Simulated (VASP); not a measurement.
# Ru (P6_3/mmc) in VASP: single point with r2SCAN

Aim: the single point of Ru with r2SCAN.

Program: VASP 6.6.1. These are calculated values, not measurements. Logs are shortened: lines on timing, memory, paths and dates and some standing lists are left out, and cuts for length are marked.

## (1) The cell of the first run

The structure is hexagonal, space group P6_3/mmc (No. 194). The conventional cell has a = 2.701 Å, b = 2.701 Å, c = 4.274 Å, α = 90.00°, β = 90.00°, γ = 120.00°. Ru (site symmetry -6m2) has 12 Ru at 2.65 to 2.70 Å within 3.5 Å.

## (2) Single point, r2SCAN

The input, POSCAR:

```
Ru
1.0
    2.7007375200      0.0000000000      0.0000000000
   -1.3503687600      2.3389073012      0.0000000000
    0.0000000000      0.0000000000      4.2738886787
Ru
2
Direct
    0.3333333333      0.6666666667      0.2500000000
    0.6666666667      0.3333333333      0.7500000000
```

The input, INCAR.step1:

```
ALGO = Normal ; EDIFF = 1E-4
ENCUT = 520 ; GGA = PE
ISMEAR = -1 ; LASPH = True
LCHARG = False ; LREAL = False
LWAVE = True ; NBANDS = 21
NELM = 80 ; PREC = Accurate
SIGMA = 0.1
```

The input, INCAR.step2:

```
ALGO = Normal ; EDIFF = 1E-6
ENCUT = 520 ; ISIF = 2
ISMEAR = -1 ; ISTART = 1
LASPH = True ; LCHARG = True
LELF = True ; LMIXTAU = True
LREAL = False ; LVHAR = True
LWAVE = False ; METAGGA = R2SCAN
NBANDS = 21 ; NELM = 80
PREC = Accurate ; SIGMA = 0.1
```

The input, KPOINTS:

```
k-points
0
Gamma
  18 18 10
```

Potentials or basis: VASP PAW PBE potentials, release 64 (Ru_pv).

On the command line:

```sh
cat potpaw_PBE.64/Ru_pv/POTCAR > POTCAR
cp INCAR.step1 INCAR
mpirun -np 1 vasp_std > vasp.out
cp INCAR.step2 INCAR
mpirun -np 1 vasp_std > vasp.out
```

OUTCAR:

```text
EDIFF = 1E-6
   ENCUT = 520
   ISIF = 2
   ISMEAR = -1
   ISTART = 1
   LASPH = True
   LREAL = False
   METAGGA = R2SCAN
   NELM = 80
   PREC = Accurate

 ion  position               nearest neighbor table
   1  0.333  0.667  0.250-   2 2.65   2 2.65   2 2.65   2 2.65   2 2.65   2 2.65
   2  0.667  0.333  0.750-   1 2.65   1 2.65   1 2.65   1 2.65   1 2.65   1 2.65

  LATTYP: Found a hexagonal cell.
 ALAT       =     2.7007375200
 C/A-ratio  =     1.5824894671

  Lattice vectors:

 A1 = (   2.7007375200,   0.0000000000,   0.0000000000)
 A2 = (  -1.3503687600,   2.3389073012,   0.0000000000)
 A3 = (   0.0000000000,   0.0000000000,   4.2738886787)

Analysis of symmetry for initial positions (statically):
=====================================================================
 Subroutine PRICEL returns:
 Original cell was already a primitive cell.

 Routine SETGRP: Setting up the symmetry group for a
 hexagonal supercell.

 Subroutine GETGRP returns: Found 24 space group operations
 (whereof 12 operations were pure point group operations)
 out of a pool of 24 trial point group operations.

The static configuration has the point symmetry D_3d.
 The point group associated with its full space group is D_6h.

Analysis of symmetry for dynamics (positions and initial velocities):
=====================================================================
 Subroutine PRICEL returns:
 Original cell was already a primitive cell.

 Routine SETGRP: Setting up the symmetry group for a
 hexagonal supercell.

 Subroutine GETGRP returns: Found 24 space group operations
 (whereof 12 operations were pure point group operations)
 out of a pool of 24 trial point group operations.

The dynamic configuration has the point symmetry D_3d.
 The point group associated with its full space group is D_6h.

 Subroutine INISYM returns: Found 24 space group operations
 (whereof 12 operations are pure point group operations),
 and found     1 'primitive' translations

----------------------------------------------------------------------------------------

                                     Primitive cell

  volume of cell :      26.9972

  direct lattice vectors                    reciprocal lattice vectors
     2.700737520  0.000000000  0.000000000     0.370269229  0.213775039  0.000000000
    -1.350368760  2.338907301  0.000000000     0.000000000  0.427550078  0.000000000
     0.000000000  0.000000000  4.273888679     0.000000000  0.000000000  0.233978953

  length of vectors
     2.700737520  2.700737520  4.273888679     0.427550078  0.427550078  0.233978953

  position of ions in fractional coordinates (direct lattice)
     0.333333333  0.666666667  0.250000000
     0.666666667  0.333333333  0.750000000

  ion indices of the primitive-cell ions
   primitive index   ion index
                 1           1
                 2           2

----------------------------------------------------------------------------------------

 KPOINTS: k-points

Automatic generation of k-mesh.
 Grid dimensions read from file:
 generate k-points for:   18   18   10

 Generating k-lattice:

  Cartesian coordinates                     Fractional coordinates (reciprocal lattice)
     0.020570513  0.011876391  0.000000000     0.055555556 -0.000000000  0.000000000
     0.000000000  0.023752782  0.000000000     0.000000000  0.055555556  0.000000000
     0.000000000  0.000000000  0.023397895     0.000000000  0.000000000  0.100000000

  Length of vectors
     0.023752782  0.023752782  0.023397895

  Shift w.r.t. Gamma in fractional coordinates (k-lattice)
     0.000000000  0.000000000  0.000000000

 Subroutine IBZKPT returns following result:
 ===========================================

 Found    222 irreducible k-points:

 Following reciprocal coordinates:
            Coordinates               Weight
  0.000000  0.000000  0.000000      1.000000
  0.055556 -0.000000  0.000000      6.000000
  0.111111 -0.000000  0.000000      6.000000
  0.166667  0.000000  0.000000      6.000000
  0.222222 -0.000000  0.000000      6.000000
  0.277778  0.000000  0.000000      6.000000
[... 16 lines left out ...]
  0.333333  0.111111  0.000000     12.000000
  0.388889  0.111111  0.000000     12.000000
 [... further k-points ...]
   k-points           NKPTS =    222   k-points in BZ     NKDIM =    222   number of bands    NBANDS=     21
   number of dos      NEDOS =    301   number of ions     NIONS =      2
   total plane-waves  NPLWV =  12800
   dimension x,y,z NGX =    20 NGY =   20 NGZ =   32
   dimension x,y,z NGXF=    40 NGYF=   40 NGZF=   64
   ions per type =               2
   NGX,Y,Z   is equivalent  to a cutoff of  12.31, 12.31, 12.45 a.u.
   NGXF,Y,Z  is equivalent  to a cutoff of  24.62, 24.62, 24.89 a.u.
 SYSTEM =  unknown system
   PREC   = accura    normal or accurate (medium, high low for compatibility)
   ISTART =      1    job   : 0-new  1-cont  2-samecut
   ICHARG =      0    charge: 1-file 2-atom 10-const
   ISPIN  =      1    spin polarized calculation?
   LNONCOLLINEAR =      F non collinear calculations
   LSORBIT =      F    spin-orbit coupling
   LASPH  =      T    aspherical Exc in radial PAW
   ENCUT  =  520.0 eV  38.22 Ry    6.18 a.u.   5.02  5.02  7.95*2*pi/ulx,y,z
   NELM   =     80;   NELMIN=  2; NELMDL=  0     # of ELM steps
   EDIFF  = 0.1E-05   stopping-criterion for ELM
   LREAL  =      F    real-space projection
   EDIFFG = 0.1E-04   stopping-criterion for IOM
   NSW    =      0    number of steps for IOM
   IBRION =     -1    ionic relax: 0-MD 1-quasi-New 2-CG
   NFREE  =      0    steps in history (QN), initial steepest desc. (CG)
   ISIF   =      2    stress and relaxation
   ISYM   =      2    0-nonsym 1-usesym 2-fastsym
   POTIM  = 0.5000    time-step for ionic-motion
   TEBEG  =    0.0;   TEEND  =   0.0 temperature during run
   PSTRESS=    0.0 pullay stress
   NELECT =      28.0000    total number of electrons
   NUPDOWN=      -1.0000    fix difference up-down
   EMIN   =  10.00;   EMAX   =-10.00  energy-range for DOS
   EFERMI =   0.00;   METHOD = LEGACY
   ISMEAR =    -1;   SIGMA  =   0.10  broadening in eV -4-tet -1-fermi 0-gaus
   EFERMI_NEDOS =   21; number of points for ismear=-14 and -15
   IALGO  =     38    algorithm
   IMIX   =      4    mixing-type and parameters
     AMIX     =   0.40;   BMIX     =  1.00
     AMIX_MAG =   1.60;   BMIX_MAG =  1.00
  volume/ion in A,a.u.               =      13.50        91.09
  Fermi-wavevector in a.u.,A,eV,Ry     =   1.657123  3.131508 37.362351  2.746055
  Thomas-Fermi vector in A             =   2.744930
   LORBIT       =      0    0 simple, 1 ext, 2 COOP (PROOUT), +10 PAW based schemes
   METAGGA = R2SCAN    functional components
   LHFCALC =     F    Hartree Fock is set to
   AEXX    =    0.0000 exact exchange contribution
   IVDW    =     0    specifies the selected vdW correction
   LEPSILON=     F    determine dielectric tensor
   LRPA    =     F    only Hartree local field effects (RPA)
 non-spin polarized calculation
  energy-cutoff  :      520.00
  volume of cell :       27.00
 maximum number of plane-waves:       745
 NGX is ok and might be reduce to    20
   NGX =  9   NGY =  9   NGZ = 15

 number of electron      28.0000005 magnetization

 Free energy of the ion-electron system (eV)
  ---------------------------------------------------
  ext. energy  EPLUGINS =         0.00000000
  ---------------------------------------------------
  free energy    TOTEN  =       -50.88161406 eV

  energy without entropy =      -50.82934563  energy(sigma->0) =      -50.85547984

 E-fermi :  12.8411     XC(G=0): -15.4485

 val. band max:       12.8353761771   @ k =   0.0000   0.0000   0.2000
 cond. band min:      12.8507613804   @ k =   0.1111   0.0556   0.4000
 fundamental gap:      0.0153852032
 Fermi energy:        12.8411053625

 k-point     1 :       0.0000    0.0000    0.0000
  band No.  band energies     occupation
      1     -32.2730      2.00000
      2     -31.2479      2.00000
      3     -31.2479      2.00000
      4     -31.0618      2.00000
      5     -31.0618      2.00000
      6     -31.0162      2.00000
[... 13 lines left out ...]
     20      21.2438      0.00000
     21      23.7396      0.00000

 k-point     2 :       0.0556   -0.0000    0.0000
  band No.  band energies     occupation
      1     -32.2614      2.00000
      2     -31.2728      2.00000
      3     -31.2563      2.00000
      4     -31.0878      2.00000
      5     -31.0651      2.00000
      6     -31.0215      2.00000
[... 13 lines left out ...]
     20      21.2438      0.00000
     21      23.7210      0.00000

 k-point     3 :       0.1111   -0.0000    0.0000
  band No.  band energies     occupation
      1     -32.2272      2.00000
      2     -31.3443      2.00000
      3     -31.2801      2.00000
      4     -31.1620      2.00000
      5     -31.0751      2.00000
      6     -31.0376      2.00000
[... 13 lines left out ...]
     20      21.2437      0.00000
     21      23.6617      0.00000

 k-point     4 :       0.1667    0.0000    0.0000
  band No.  band energies     occupation
      1     -32.1726      2.00000
      2     -31.4540      2.00000
      3     -31.3154      2.00000
      4     -31.2735      2.00000
      5     -31.0912      2.00000
      6     -31.0644      2.00000
[... 13 lines left out ...]
     20      21.2438      0.00000
     21      23.5606      0.00000

 k-point     5 :       0.2222   -0.0000    0.0000
  band No.  band energies     occupation
      1     -32.1009      2.00000
      2     -31.5885      2.00000
      3     -31.4069      2.00000
      4     -31.3576      2.00000
      5     -31.1119      2.00000
      6     -31.1019      2.00000
[... 13 lines left out ...]
     20      21.2438      0.00000
     21      23.4321      0.00000
[... 382 lines left out ...]
     20      21.8688      0.00000
     21      23.3814      0.00000

 k-point    22 :       0.2778    0.1111    0.0000
  band No.  band energies     occupation
      1     -31.9008      2.00000
      2     -31.8508      2.00000
      3     -31.7036      2.00000
      4     -31.4575      2.00000
      5     -31.2216      2.00000
      6     -31.2131      2.00000
[... 13 lines left out ...]
     20      23.2606      0.00000
     21      23.3100      0.00000

 k-point    23 :       0.3333    0.1111    0.0000
  band No.  band energies     occupation
      1     -31.9529      2.00000
      2     -31.8146      2.00000
      3     -31.7727      2.00000
      4     -31.5089      2.00000
      5     -31.2814      2.00000
      6     -31.2364      2.00000
[... 13 lines left out ...]
     20      22.2945      0.00000
     21      24.2777      0.00000

 k-point    24 :       0.3889    0.1111    0.0000
  band No.  band energies     occupation
      1     -32.0192      2.00000
      2     -31.8177      2.00000
      3     -31.7447      2.00000
      4     -31.5419      2.00000
      5     -31.3339      2.00000
      6     -31.2515      2.00000
[... 13 lines left out ...]
     20      21.2438      0.00000
     21      24.6276      0.00000

 [... further k-points ...]

------------------------ aborting loop because EDIFF is reached ----------------------------------------

  FORCE on cell =-STRESS in cart. coord.  units (eV):
  Direction    XX          YY          ZZ          XY          YZ          ZX
  --------------------------------------------------------------------------------------
  -------------------------------------------------------------------------------------
  Total        0.3195983      0.3195983      0.1086769      0.0000000     -0.0000000      0.0000000
  in kB       18.9669054     18.9669054      6.4495470      0.0000000     -0.0000000      0.0000000
  external PRESSURE =      14.7944526 kB  Pullay stress =       0.0000000 kB

 VOLUME and BASIS-vectors are now :
 -----------------------------------------------------------------------------
  energy-cutoff  :      520.00
  volume of cell :       27.00
      direct lattice vectors                 reciprocal lattice vectors
     2.700737520  0.000000000  0.000000000     0.370269229  0.213775039  0.000000000
    -1.350368760  2.338907301  0.000000000     0.000000000  0.427550078  0.000000000
     0.000000000  0.000000000  4.273888679     0.000000000  0.000000000  0.233978953

 POSITION                                       TOTAL-FORCE (eV/Angst)
 -----------------------------------------------------------------------------------
     -0.00000      1.55927      1.06847        -0.000000      0.000000      0.000000
      1.35037      0.77964      3.20542         0.000000     -0.000000      0.000000
 -----------------------------------------------------------------------------------
    total drift:                               -0.000000      0.000000     -0.000000

  FREE ENERGIE OF THE ION-ELECTRON SYSTEM (eV)
  ---------------------------------------------------
  free  energy   TOTEN  =       -50.8816140554 eV

  energy  without entropy=      -50.8293456295  energy(sigma->0) =      -50.85547984
```

Run time: 3.2 min. Hardware: 1 thread of Intel Xeon 6975P-C (Granite Rapids), shared host; peak memory 0.21 GiB.

What came out:

```
Free energy            : -50.8816 eV
Pressure               : 1.5 GPa
Band gap on the k mesh : zero (bands 14 and 15 overlap by 3.29 eV)
```

Levels at points of the mesh, in eV from the Fermi level:
```csv
k point,band 10,band 11,band 12,band 13,band 14,band 15,band 16,band 17,band 18,band 19
"(0.00, 0.00, 0.00)",-2.73,-2.55,-2.02,-2.02,-1.48,-1.48,1.24,1.24,1.35,8.40
"(0.50, 0.00, 0.00)",-3.18,-2.20,-1.89,-1.60,1.49,1.93,2.00,4.26,6.45,8.40
"(0.00, 0.00, 0.50)",-2.91,-2.91,-2.91,-2.85,-2.85,0.56,0.56,0.56,0.56,8.40
"(0.50, 0.00, 0.50)",-4.79,-1.12,-1.12,0.46,0.46,1.76,1.76,3.56,3.56,8.40
```

Caveat: the PAW data sets were made with another functional, which shifts forces and pressure a little.
